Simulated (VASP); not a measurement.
ZnS, 2 atoms in the cell. Symmetry: I-4m2, No. 119, tetragonal system. The conventional cell has a = 3.924 Å, b = 3.924 Å, c = 5.190 Å, α = 90.00°, β = 90.00°, γ = 90.00°. Within 3.1 Å of Zn (site symmetry -4m2) lie 4 S at 2.35 Å. Within 3.1 Å of S (site symmetry -4m2) lie 4 Zn at 2.35 Å.  This cell differs from its parent crystal: epitaxial xy strain +3.0%.

```yaml
Program: VASP 6.6.1
Task: single point
Functional: HSE06
Potentials_or_basis: VASP PAW PBE potentials, release 64 (Zn, S)
Cutoff: 520 eV
k_mesh: 6 × 6 × 6
Occupations: gaussian, width 0.01 eV
Spin: no spin polarisation
Dipole_correction: no
Grid_for_exact_exchange_PRECFOCK: Normal
Further_INCAR_settings: ALGO = Normal; EDIFF = 1e-06; NBANDS = 16
Share_of_exact_exchange: 0.25
Screening_parameter: 0.2079 1/Å
```

Potentials or basis: VASP PAW PBE potentials, release 64 (Zn, S).

The run is started by

```sh
$ cat potpaw_PBE.64/Zn/POTCAR potpaw_PBE.64/S/POTCAR > POTCAR
$ cp INCAR.step1 INCAR
$ mpirun -np 1 vasp_std > vasp.out
$ cp INCAR.step2 INCAR
$ mpirun -np 1 vasp_std > vasp.out
```

Hardware: 1 thread of Oxide Virtual Turin-like Processor, on a shared host.

Estimate the wall time of this run.

It took 2.4 h on 1 thread of Oxide Virtual Turin-like Processor, on a shared host, peak memory 0.26 GiB. Counts: k points 30.
